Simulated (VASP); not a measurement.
## Co: single point with r2SCAN

Crystal: Co.

```
CELL_PARAMETERS angstrom
0.00000 2.45867 2.45867
2.45867 0.00000 2.45867
2.45867 2.45867 0.00000
ATOMIC_POSITIONS crystal
Co 0.12500 0.12500 0.12500
Co 0.87500 0.87500 0.87500
```

This isn't the form of Co at room conditions, which is hcp.

```
Program             : VASP 6.6.1
Task                : single point
Functional          : r2SCAN
Potentials or basis : VASP PAW PBE potentials, release 64 (Co)
Cutoff              : 520 eV
k mesh              : 13 × 13 × 13
Occupations         : fermi-dirac, width 0.1 eV
Spin                : no spin polarisation
```

```yaml
Pressure: -5.5 GPa
Band_gap_on_the_k_mesh: zero (bands 9 and 10 overlap by 0.83 eV)
```

Levels at points of the mesh, in eV from the Fermi level:
| k point | band 6 | band 7 | band 8 | band 9 | band 10 | band 11 | band 12 | band 13 |
| --- | --- | --- | --- | --- | --- | --- | --- | --- |
| (0.00, 0.00, 0.00) | -3.00 | -1.04 | -1.04 | -1.04 | 0.25 | 0.25 | 13.77 | 13.77 |

It took 87 s on 1 thread of AMD EPYC 9R45 96-Core Processor (Zen 5), on a shared host, peak memory 0.15 GiB.

Caveat: the cell stands under tension; the PAW data sets were made with another functional, which shifts forces and pressure a little; the run has no spin polarisation, though such a crystal can be magnetic. Spin polarisation is off, so any magnetic state and its effect on volume and gap are missing.
